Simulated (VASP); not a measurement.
# MgO (P-6m2) in VASP: a series of runs, part 2 of 2

VASP 6.6.1. Earlier steps stand in the parts before.

### Step 3. Single point, HSE06

This run uses another cell than the first one, of 10.42 Å³/atom.

Contents of POSCAR:

```
MgO
1.0
    2.9766835069      0.0000000000      0.0000000000
   -1.4883417534      2.5778835360      0.0000000000
    0.0000000000      0.0000000000      2.7149429912
Mg O
1 1
Direct
    0.0000000000      0.0000000000      0.0000000000
    0.3333333333      0.6666666667      0.5000000000
```

Contents of INCAR.step1:

```
ALGO = Normal ; EDIFF = 1E-5
ENCUT = 520 ; GGA = PE
ISIF = 2 ; ISMEAR = -1
LASPH = T ; LCHARG = F
LREAL = F ; LWAVE = T
NBANDS = 11 ; NELM = 100
PREC = Accurate ; SIGMA = 0.05
```

Contents of INCAR.step2:

```
ALGO = Normal ; EDIFF = 1E-6
ENCUT = 520 ; GGA = PE
HFSCREEN = 0.2079 ; ISIF = 2
ISMEAR = -1 ; ISTART = 1
LASPH = T ; LCHARG = F
LHFCALC = T ; LREAL = F
LWAVE = F ; NBANDS = 11
NELM = 100 ; PREC = Accurate
PRECFOCK = Normal ; SIGMA = 0.05
```

Contents of KPOINTS:

```
k-points
0
Gamma
  6 6 6
```

Potentials or basis: VASP PAW PBE potentials, release 64 (Mg, O).

Run with:

```bash
cat potpaw_PBE.64/Mg/POTCAR potpaw_PBE.64/O/POTCAR > POTCAR
cp INCAR.step1 INCAR
mpirun -np 1 vasp_std > vasp.out
cp INCAR.step2 INCAR
mpirun -np 1 vasp_std > vasp.out
```

Run time: 12 min. Hardware: 1 thread of Intel Xeon Platinum 8259CL at 2.50GHz (Skylake/Cascade Lake), shared host; peak memory 0.24 GiB.

It converged, with:

| Quantity | Value |
| --- | --- |
| Free energy | -13.4205 eV |
| Pressure | -10.8 GPa |
| Band gap on the k mesh | 4.23 eV (least direct gap 4.65 eV) |

Stress tensor (GPa, compression positive):
```
 -9.94   0.00   0.00
  0.00  -9.94   0.00
  0.00   0.00 -12.58
```

Levels at points of the mesh, in eV from the valence-band top:
```
           k point  band 1  band 2  band 3  band 4  band 5  band 6  band 7  band 8  band 9
(0.00, 0.00, 0.00)  -18.81   -0.61   -0.61   -0.42    4.23   13.51   17.12   17.12   21.32
(0.50, 0.00, 0.00)  -17.81   -5.01   -1.36   -0.05    8.05   12.13   14.69   19.46   20.41
(0.00, 0.00, 0.50)  -17.78   -5.49   -0.09   -0.09    9.70   10.59   19.19   19.19   20.15
(0.50, 0.00, 0.50)  -17.07   -3.84   -3.46   -0.84    7.29   12.95   15.54   16.65   16.71
```

Caveat: the cell stands under tension; the PAW data sets were made with another functional, which shifts forces and pressure a little.

### Step 4. Single point, HSE06

This run uses another cell than the first one, of 10.62 Å³/atom.

Contents of POSCAR:

```
MgO
1.0
    2.9956437857      0.0000000000      0.0000000000
   -1.4978218928      2.5943036191      0.0000000000
    0.0000000000      0.0000000000      2.7322360880
Mg O
1 1
Direct
    0.0000000000      0.0000000000      0.0000000000
    0.3333333333      0.6666666667      0.5000000000
```

Contents of INCAR.step1:

```
PREC = Accurate
ENCUT = 520
EDIFF = 1E-5
ISMEAR = -1
SIGMA = 0.05
LREAL = False
LASPH = True
NELM = 60
ALGO = Normal
ISIF = 2
LWAVE = True
NBANDS = 11
GGA = PE
```

Contents of INCAR.step2:

```
PREC = Accurate
ENCUT = 520
EDIFF = 1E-6
ISMEAR = -1
SIGMA = 0.05
LREAL = False
LASPH = True
NELM = 60
ALGO = Normal
ISIF = 2
LWAVE = False
LCHARG = True
GGA = PE
LHFCALC = True
HFSCREEN = 0.2079
PRECFOCK = Normal
LELF = True
LVHAR = True
NBANDS = 11
ISTART = 1
```

Contents of KPOINTS:

```
regular mesh
0
Gamma
  6 6 6
```

Run with:

```bash
cat potpaw_PBE.64/Mg/POTCAR potpaw_PBE.64/O/POTCAR > POTCAR
cp INCAR.step1 INCAR
mpirun -np 1 vasp_std > vasp.out
cp INCAR.step2 INCAR
mpirun -np 1 vasp_std > vasp.out
```

It took 12 min on 1 thread of Intel Xeon Platinum 8259CL at 2.50GHz (Skylake/Cascade Lake), shared host; peak memory 0.24 GiB.

The run converged. Its results:

| Item | Value |
| --- | --- |
| Free energy | -13.3914 eV |
| Pressure | -12.9 GPa |
| Band gap on the k mesh | 4.08 eV (least direct gap 4.49 eV) |

Stress tensor (GPa, compression positive):
```
-11.82   0.00   0.00
  0.00 -11.82   0.00
  0.00   0.00 -14.97
```

Levels at points of the mesh, in eV from the valence-band top:
| k point | band 2 | band 3 | band 4 | band 5 | band 6 | band 7 |
| --- | --- | --- | --- | --- | --- | --- |
| (0.00, 0.00, 0.00) | -0.59 | -0.59 | -0.42 | 4.08 | 13.43 | 16.94 |
| (0.50, 0.00, 0.00) | -4.92 | -1.34 | -0.05 | 7.94 | 11.90 | 14.54 |
| (0.00, 0.00, 0.50) | -5.40 | -0.08 | -0.08 | 9.52 | 10.42 | 19.03 |
| (0.50, 0.00, 0.50) | -3.77 | -3.39 | -0.82 | 7.21 | 12.80 | 15.27 |

Caveat: the cell stands under tension; the PAW data sets were made with another functional, which shifts forces and pressure a little. A k mesh can miss the band edges.

### Step 5. Single point, PBE0

This run uses another cell than the first one, of 10.02 Å³/atom.

Contents of POSCAR:

```
MgO
1.0
    2.9380209034      0.0000000000      0.0000000000
   -1.4690104517      2.5444007392      0.0000000000
    0.0000000000      0.0000000000      2.6796800000
Mg O
1 1
Direct
    0.0000000000      0.0000000000      0.0000000000
    0.3333333333      0.6666666667      0.5000000000
```

Contents of INCAR.step1:

```
SYSTEM = MgO
PREC = Accurate
ENCUT = 520
EDIFF = 1E-5
ISMEAR = -1
SIGMA = 0.05
LREAL = .False.
LASPH = .True.
NELM = 60
ALGO = Normal
ISIF = 2
LWAVE = .True.
NBANDS = 11
GGA = PE
```

Contents of INCAR.step2:

```
SYSTEM = MgO
PREC = Accurate
ENCUT = 520
EDIFF = 1E-7
ISMEAR = -1
SIGMA = 0.05
LREAL = .False.
LASPH = .True.
NELM = 60
ALGO = Normal
ISIF = 2
LWAVE = .False.
LCHARG = .True.
GGA = PE
LHFCALC = .True.
AEXX = 0.25
PRECFOCK = Normal
LELF = .True.
LVHAR = .True.
NBANDS = 11
ISTART = 1
```

Contents of KPOINTS:

```
regular mesh
0
Gamma
  8 8 8
  0 0 0
```

Potentials or basis: VASP PAW PBE potentials, release 64 (Mg, O).

Run with:

```bash
cat potpaw_PBE.64/Mg/POTCAR potpaw_PBE.64/O/POTCAR > POTCAR
cp INCAR.step1 INCAR
mpirun -np 1 vasp_std > vasp.out
cp INCAR.step2 INCAR
mpirun -np 1 vasp_std > vasp.out
```

OUTCAR:

```text
SYSTEM = MgO
   PREC = Accurate
   ENCUT = 520
   EDIFF = 1E-7
   ISMEAR = -1
   LREAL = .False.
   LASPH = .True.
   NELM = 60
   ISIF = 2
   GGA = PE
   LHFCALC = .True.
   AEXX = 0.25
   PRECFOCK = Normal
   ISTART = 1

 ion  position               nearest neighbor table
   1  0.000  0.000  0.000-   2 2.16   2 2.16   2 2.16   2 2.16   2 2.16   2 2.16
   2  0.333  0.667  0.500-   1 2.16   1 2.16   1 2.16   1 2.16   1 2.16   1 2.16

  LATTYP: Found a hexagonal cell.
 ALAT       =     2.9380209034
[... 536 lines left out ...]

  FORCE on cell =-STRESS in cart. coord.  units (eV):
  Direction    XX          YY          ZZ          XY          YZ          ZX
  --------------------------------------------------------------------------------------
  -------------------------------------------------------------------------------------
  Total       -0.6925169     -0.6925169     -0.8644316      0.0000000      0.0000000      0.0000000
  in kB      -55.3882453    -55.3882453    -69.1381672      0.0000000      0.0000000      0.0000000
  external PRESSURE =     -59.9715526 kB  Pullay stress =       0.0000000 kB

 VOLUME and BASIS-vectors are now :
 -----------------------------------------------------------------------------
  energy-cutoff  :      520.00
  volume of cell :       20.03
      direct lattice vectors                 reciprocal lattice vectors
     2.938020903  0.000000000  0.000000000     0.340365175  0.196509926  0.000000000
    -1.469010452  2.544400739  0.000000000     0.000000000  0.393019851  0.000000000
     0.000000000  0.000000000  2.679680000     0.000000000  0.000000000  0.373178887

 POSITION                                       TOTAL-FORCE (eV/Angst)
 -----------------------------------------------------------------------------------
      0.00000      0.00000      0.00000         0.000000     -0.000000      0.000000
     -0.00000      1.69627      1.33984        -0.000000      0.000000      0.000000
 -----------------------------------------------------------------------------------
    total drift:                                0.000000     -0.000000      0.000000

  FREE ENERGIE OF THE ION-ELECTRON SYSTEM (eV)
  ---------------------------------------------------
  free  energy   TOTEN  =       -14.0390635645 eV

  energy  without entropy=      -14.0390635644  energy(sigma->0) =      -14.03906356
```

OUTCAR.step1:

```text
SYSTEM = MgO
   PREC = Accurate
   ENCUT = 520
   EDIFF = 1E-5
   ISMEAR = -1
   LREAL = .False.
[... 559 lines left out ...]
      0.00000      0.00000      0.00000         0.000000      0.000000      0.000000
     -0.00000      1.69627      1.33984        -0.000000      0.000000      0.000000
 -----------------------------------------------------------------------------------
    total drift:                                0.000000     -0.000000     -0.000000

  FREE ENERGIE OF THE ION-ELECTRON SYSTEM (eV)
  ---------------------------------------------------
  free  energy   TOTEN  =       -11.2303422233 eV

  energy  without entropy=      -11.2303422233  energy(sigma->0) =      -11.23034222
```

Wall time 36 min (1 thread of Intel Xeon Platinum 8488C (Sapphire Rapids), shared host); peak memory 0.16 GiB.

What came out:

| Item | Value |
| --- | --- |
| Free energy | -14.0391 eV |
| Pressure | -6.0 GPa |
| Band gap on the k mesh | 5.30 eV (least direct gap 5.71 eV) |

Caveat: the cell stands under tension; the PAW data sets were made with another functional, which shifts forces and pressure a little. A k mesh can miss the band edges.

### Step 6. Summary

```tsv
level	cell	k mesh	screening parameter	gap on the mesh (eV)	pressure (GPa)
HSE06	a = 2.957, b = 2.957, c = 2.697 Å, angles 90.0, 90.0, 120.0°, 2 atoms	6 × 6 × 6	0.2079 1/Å	4.39	-8.5
HSE06	a = 2.977, b = 2.977, c = 2.715 Å, angles 90.0, 90.0, 120.0°, 2 atoms	6 × 6 × 6	0.2079 1/Å	4.23	-10.8
HSE06	a = 2.996, b = 2.996, c = 2.732 Å, angles 90.0, 90.0, 120.0°, 2 atoms	6 × 6 × 6	0.2079 1/Å	4.08	-12.9
PBE0	a = 2.938, b = 2.938, c = 2.680 Å, angles 90.0, 90.0, 120.0°, 2 atoms	8 × 8 × 8	-	5.30	-6.0
```

Alike in all rows: task single point; potentials or basis VASP PAW PBE potentials, release 64 (Mg, O); no spin polarisation; cutoff (eV) 520; smearing fermi-dirac 0.05 eV.

Caveats: the cell stands under tension; the PAW data sets were made with another functional, which shifts forces and pressure a little.

Total energies depend on the potentials used, so only differences within one code and one set of settings carry meaning.
